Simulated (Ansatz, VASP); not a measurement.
# Two plane-wave programs on Sn

```
Sn
1.0
    -1.90629    1.90629    1.90629
     1.90629   -1.90629    1.90629
     1.90629    1.90629   -1.90629
Sn
1
Cartesian
  0.0000 0.0000 0.0000
```

Alike in both runs: functional PBE; k mesh 18 × 18 × 18; occupations fermi-dirac, width 0.08 eV; no spin polarisation.

Ansatz relaxed the structure, and its values are those at the end. VASP's run is a single point on that final structure, the one shown.

|  | VASP | Ansatz |
| --- | --- | --- |
| version | VASP 6.6.1 | Ansatz 0.2.0 |
| potentials or method | VASP PAW PBE potentials, release 64 (Sn_d) | PAW with Ansatz's default frozen-core files, scalar-relativistic |
| plane-wave cutoff (eV) | 520 | 420 |
| valence electrons in the cell | 14 | 14 |

|  | VASP | Ansatz | Ansatz less VASP |
| --- | --- | --- | --- |
| pressure (GPa) | -0.1 | 0.0 | +0.06 |
